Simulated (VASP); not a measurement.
# TaSb (rocksalt type) (Fm-3m) in VASP: a series of runs

The runs below take TaSb (rocksalt type) through single point, with LDA.

Program: VASP 6.6.1. These are calculated values, not measurements. Logs are shortened: lines on timing, memory, paths and dates and some standing lists are left out, and cuts for length are marked.

### 1 The cell of the first run

The structure is cubic, space group Fm-3m (No. 225). Conventional cell: a = 5.144 Å, b = 5.144 Å, c = 5.144 Å, α = 90.00°, β = 90.00°, γ = 90.00°. Within 3.4 Å of Ta (site symmetry m-3m) lie 6 Sb at 2.57 Å. Sb (site symmetry m-3m) has 6 Ta at 2.57 Å within 3.4 Å.

### 2 Single point, LDA (17.02 Å³/atom)

File INCAR:

```
SYSTEM = TaSb
ALGO = Normal
EDIFF = 1E-6
ENCUT = 520
ISIF = 2
ISMEAR = -1
LASPH = .TRUE.
LCHARG = .FALSE.
LREAL = .FALSE.
LWAVE = .FALSE.
NBANDS = 15
NELM = 80
PREC = Accurate
SIGMA = 0.05
```

File KPOINTS:

```
k-points
0
G
  13 13 13
  0 0 0
```

File POSCAR:

```
TaSb
1.0
    0.0000000000      2.5721401305      2.5721401305
    2.5721401305      0.0000000000      2.5721401305
    2.5721401305      2.5721401305      0.0000000000
Ta Sb
1 1
Direct
    0.0000000000      0.0000000000      0.0000000000
    0.5000000000      0.5000000000      0.5000000000
```

Potentials or basis: VASP PAW LDA potentials, release 64 (Ta_pv, Sb).

Command:

```console
$ cat potpaw_LDA.64/Ta_pv/POTCAR potpaw_LDA.64/Sb/POTCAR > POTCAR
$ mpirun -np 1 vasp_std > vasp.out
```

OUTCAR:

```text
SYSTEM = TaSb
   EDIFF = 1E-6
   ENCUT = 520
   ISIF = 2
   ISMEAR = -1
   LASPH = .TRUE.
   LREAL = .FALSE.
   NELM = 80
   PREC = Accurate

 ion  position               nearest neighbor table
   1  0.000  0.000  0.000-   2 2.57   2 2.57   2 2.57   2 2.57   2 2.57   2 2.57
   2  0.500  0.500  0.500-   1 2.57   1 2.57   1 2.57   1 2.57   1 2.57   1 2.57

  LATTYP: Found a face centered cubic cell.
 ALAT       =     5.1442802610

  Lattice vectors:

 A1 = (   0.0000000000,   2.5721401305,   2.5721401305)
 A2 = (   2.5721401305,   0.0000000000,   2.5721401305)
 A3 = (   2.5721401305,   2.5721401305,   0.0000000000)

Analysis of symmetry for initial positions (statically):
=====================================================================
 Subroutine PRICEL returns:
 Original cell was already a primitive cell.

 Routine SETGRP: Setting up the symmetry group for a
 face centered cubic supercell.

 Subroutine GETGRP returns: Found 48 space group operations
 (whereof 48 operations were pure point group operations)
 out of a pool of 48 trial point group operations.

The static configuration has the point symmetry O_h .

Analysis of symmetry for dynamics (positions and initial velocities):
=====================================================================
 Subroutine PRICEL returns:
 Original cell was already a primitive cell.

 Routine SETGRP: Setting up the symmetry group for a
 face centered cubic supercell.

 Subroutine GETGRP returns: Found 48 space group operations
 (whereof 48 operations were pure point group operations)
 out of a pool of 48 trial point group operations.

The dynamic configuration has the point symmetry O_h .

 Subroutine INISYM returns: Found 48 space group operations
 (whereof 48 operations are pure point group operations),
 and found     1 'primitive' translations

----------------------------------------------------------------------------------------

                                     Primitive cell

  volume of cell :      34.0341

  direct lattice vectors                    reciprocal lattice vectors
     0.000000000  2.572140130  2.572140130    -0.194390653  0.194390653  0.194390653
     2.572140130  0.000000000  2.572140130     0.194390653 -0.194390653  0.194390653
     2.572140130  2.572140130  0.000000000     0.194390653  0.194390653 -0.194390653

  length of vectors
     3.637555457  3.637555457  3.637555457     0.336694488  0.336694488  0.336694488

  position of ions in fractional coordinates (direct lattice)
     0.000000000  0.000000000  0.000000000
     0.500000000  0.500000000  0.500000000

  ion indices of the primitive-cell ions
   primitive index   ion index
                 1           1
                 2           2

----------------------------------------------------------------------------------------

 KPOINTS: k-points

Automatic generation of k-mesh.
 Grid dimensions read from file:
 generate k-points for:   13   13   13

 Generating k-lattice:

  Cartesian coordinates                     Fractional coordinates (reciprocal lattice)
    -0.014953127  0.014953127  0.014953127     0.076923077  0.000000000  0.000000000
     0.014953127 -0.014953127  0.014953127     0.000000000  0.076923077  0.000000000
     0.014953127  0.014953127 -0.014953127     0.000000000  0.000000000  0.076923077

  Length of vectors
     0.025899576  0.025899576  0.025899576

  Shift w.r.t. Gamma in fractional coordinates (k-lattice)
     0.000000000  0.000000000  0.000000000

 Subroutine IBZKPT returns following result:
 ===========================================

 Found     84 irreducible k-points:

 Following reciprocal coordinates:
            Coordinates               Weight
  0.000000  0.000000  0.000000      1.000000
  0.076923  0.000000  0.000000      8.000000
  0.153846  0.000000  0.000000      8.000000
  0.230769  0.000000  0.000000      8.000000
  0.307692  0.000000  0.000000      8.000000
  0.384615  0.000000  0.000000      8.000000
[... 16 lines left out ...]
  0.384615  0.153846  0.000000     24.000000
  0.461538  0.153846  0.000000     24.000000
 [... further k-points ...]
   k-points           NKPTS =     84   k-points in BZ     NKDIM =     84   number of bands    NBANDS=     15
   number of dos      NEDOS =    301   number of ions     NIONS =      2
   total plane-waves  NPLWV =  21952
   dimension x,y,z NGX =    28 NGY =   28 NGZ =   28
   dimension x,y,z NGXF=    56 NGYF=   56 NGZF=   56
   ions per type =               1   1
   NGX,Y,Z   is equivalent  to a cutoff of  12.80, 12.80, 12.80 a.u.
   NGXF,Y,Z  is equivalent  to a cutoff of  25.59, 25.59, 25.59 a.u.
 SYSTEM =  TaSb
   PREC   = accura    normal or accurate (medium, high low for compatibility)
   ISTART =      0    job   : 0-new  1-cont  2-samecut
   ICHARG =      2    charge: 1-file 2-atom 10-const
   ISPIN  =      1    spin polarized calculation?
   LNONCOLLINEAR =      F non collinear calculations
   LSORBIT =      F    spin-orbit coupling
   LASPH  =      T    aspherical Exc in radial PAW
   ENCUT  =  520.0 eV  38.22 Ry    6.18 a.u.   6.76  6.76  6.76*2*pi/ulx,y,z
   NELM   =     80;   NELMIN=  2; NELMDL= -5     # of ELM steps
   EDIFF  = 0.1E-05   stopping-criterion for ELM
   LREAL  =      F    real-space projection
   EDIFFG = 0.1E-04   stopping-criterion for IOM
   NSW    =      0    number of steps for IOM
   IBRION =     -1    ionic relax: 0-MD 1-quasi-New 2-CG
   NFREE  =      0    steps in history (QN), initial steepest desc. (CG)
   ISIF   =      2    stress and relaxation
   ISYM   =      2    0-nonsym 1-usesym 2-fastsym
   POTIM  = 0.5000    time-step for ionic-motion
   TEBEG  =    0.0;   TEEND  =   0.0 temperature during run
   PSTRESS=    0.0 pullay stress
   NELECT =      16.0000    total number of electrons
   NUPDOWN=      -1.0000    fix difference up-down
   EMIN   =  10.00;   EMAX   =-10.00  energy-range for DOS
   EFERMI =   0.00;   METHOD = LEGACY
   ISMEAR =    -1;   SIGMA  =   0.05  broadening in eV -4-tet -1-fermi 0-gaus
   EFERMI_NEDOS =   21; number of points for ismear=-14 and -15
   IALGO  =     38    algorithm
   IMIX   =      4    mixing-type and parameters
     AMIX     =   0.40;   BMIX     =  1.00
     AMIX_MAG =   1.60;   BMIX_MAG =  1.00
  volume/ion in A,a.u.               =      17.02       114.84
  Fermi-wavevector in a.u.,A,eV,Ry     =   1.272947  2.405520 22.046787  1.620393
  Thomas-Fermi vector in A             =   2.405797
   LORBIT       =      0    0 simple, 1 ext, 2 COOP (PROOUT), +10 PAW based schemes
   GGA     = CA    functional components
   LHFCALC =     F    Hartree Fock is set to
   AEXX    =    0.0000 exact exchange contribution
   IVDW    =     0    specifies the selected vdW correction
   LEPSILON=     F    determine dielectric tensor
   LRPA    =     F    only Hartree local field effects (RPA)
 non-spin polarized calculation
  energy-cutoff  :      520.00
  volume of cell :       34.03
 maximum number of plane-waves:       941
   NGX = 13   NGY = 13   NGZ = 13

 number of electron      16.0000001 magnetization

 Free energy of the ion-electron system (eV)
  ---------------------------------------------------
  ext. energy  EPLUGINS =         0.00000000
  ---------------------------------------------------
  free energy    TOTEN  =       -15.38298307 eV

  energy without entropy =      -15.37290529  energy(sigma->0) =      -15.37794418

 E-fermi :  11.3981     XC(G=0): -12.6606

 val. band max:       11.3509510884   @ k =  -0.3077   0.3077   0.0769
 cond. band min:      11.3997292006   @ k =   0.3077   0.2308   0.0769
 fundamental gap:      0.0487781122
 Fermi energy:        11.3981104309

 k-point     1 :       0.0000    0.0000    0.0000
  band No.  band energies     occupation
      1     -23.4259      2.00000
      2     -23.4259      2.00000
      3     -23.4259      2.00000
      4      -2.9943      2.00000
      5       9.5717      2.00000
      6       9.5717      2.00000
      7       9.5717      2.00000
      8      10.7442      2.00000
      9      10.7442      2.00000
     10      12.6838      0.00000
     11      12.6838      0.00000
     12      12.6838      0.00000
     13      17.2509      0.00000
     14      19.7293      0.00000
     15      24.1044      0.00000

 k-point     2 :       0.0769    0.0000    0.0000
  band No.  band energies     occupation
      1     -23.4380      2.00000
      2     -23.4252      2.00000
      3     -23.4252      2.00000
      4      -2.8638      2.00000
      5       9.1787      2.00000
      6       9.5039      2.00000
      7       9.5039      2.00000
      8      10.2678      2.00000
      9      10.2678      2.00000
     10      12.5622      0.00000
     11      13.4645      0.00000
     12      13.4645      0.00000
     13      17.5505      0.00000
     14      20.2319      0.00000
     15      23.7526      0.00000

 k-point     3 :       0.1538    0.0000    0.0000
  band No.  band energies     occupation
      1     -23.4713      2.00000
      2     -23.4233      2.00000
      3     -23.4233      2.00000
      4      -2.4791      2.00000
      5       8.1780      2.00000
      6       8.8479      2.00000
      7       8.8479      2.00000
      8      10.1955      2.00000
      9      10.1955      2.00000
     10      12.3268      0.00000
     11      14.8827      0.00000
     12      14.8827      0.00000
     13      18.3101      0.00000
     14      20.9123      0.00000
     15      22.7347      0.00000
[... 343 lines left out ...]
 k-point    23 :       0.3846    0.1538    0.0000
  band No.  band energies     occupation
      1     -23.5721      2.00000
      2     -23.4427      2.00000
      3     -23.4360      2.00000
      4      -0.5302      2.00000
      5       4.9620      2.00000
      6       6.8718      2.00000
      7       7.6336      2.00000
      8      10.3916      2.00000
      9      11.8986      0.00009
     10      12.8095      0.00000
     11      15.9178      0.00000
     12      16.8217      0.00000
     13      18.9956      0.00000
     14      19.9938      0.00000
     15      21.2623      0.00000

 k-point    24 :       0.4615    0.1538    0.0000
  band No.  band energies     occupation
      1     -23.6020      2.00000
      2     -23.4419      2.00000
      3     -23.4358      2.00000
      4       0.2761      2.00000
      5       4.0262      2.00000
      6       6.5309      2.00000
      7       7.1612      2.00000
      8      10.9498      1.99974
      9      12.1811      0.00000
     10      12.6314      0.00000
     11      16.1958      0.00000
     12      16.4199      0.00000
     13      18.3409      0.00000
     14      21.1535      0.00000
     15      21.4982      0.00000

 [... further k-points ...]

------------------------ aborting loop because EDIFF is reached ----------------------------------------

  FORCE on cell =-STRESS in cart. coord.  units (eV):
  Direction    XX          YY          ZZ          XY          YZ          ZX
  --------------------------------------------------------------------------------------
  -------------------------------------------------------------------------------------
  Total       10.8664261     10.8664261     10.8664261      0.0000000      0.0000000     -0.0000000
  in kB      511.5445269    511.5445269    511.5445269      0.0000000      0.0000000     -0.0000000
  external PRESSURE =     511.5445269 kB  Pullay stress =       0.0000000 kB

 VOLUME and BASIS-vectors are now :
 -----------------------------------------------------------------------------
  energy-cutoff  :      520.00
  volume of cell :       34.03
      direct lattice vectors                 reciprocal lattice vectors
     0.000000000  2.572140130  2.572140130    -0.194390653  0.194390653  0.194390653
     2.572140130  0.000000000  2.572140130     0.194390653 -0.194390653  0.194390653
     2.572140130  2.572140130  0.000000000     0.194390653  0.194390653 -0.194390653

 POSITION                                       TOTAL-FORCE (eV/Angst)
 -----------------------------------------------------------------------------------
      0.00000      0.00000      0.00000        -0.000000      0.000000      0.000000
      2.57214      2.57214      2.57214         0.000000      0.000000     -0.000000
 -----------------------------------------------------------------------------------
    total drift:                               -0.000000      0.000000      0.000000

  FREE ENERGIE OF THE ION-ELECTRON SYSTEM (eV)
  ---------------------------------------------------
  free  energy   TOTEN  =       -15.3829830701 eV

  energy  without entropy=      -15.3729052920  energy(sigma->0) =      -15.37794418
```

Wall time 15 s (1 thread of Intel Xeon 6975P-C (Granite Rapids), shared host); peak memory 0.17 GiB.

Results:

```
Free energy            : -15.3830 eV
Pressure               : 51.2 GPa
Band gap on the k mesh : zero (bands 8 and 9 overlap by 1.77 eV)
```

Caveat: the cell stands under pressure; spin-orbit coupling is left out, which moves the levels of the heavy elements.

(Part 1 of 2 ends here.)
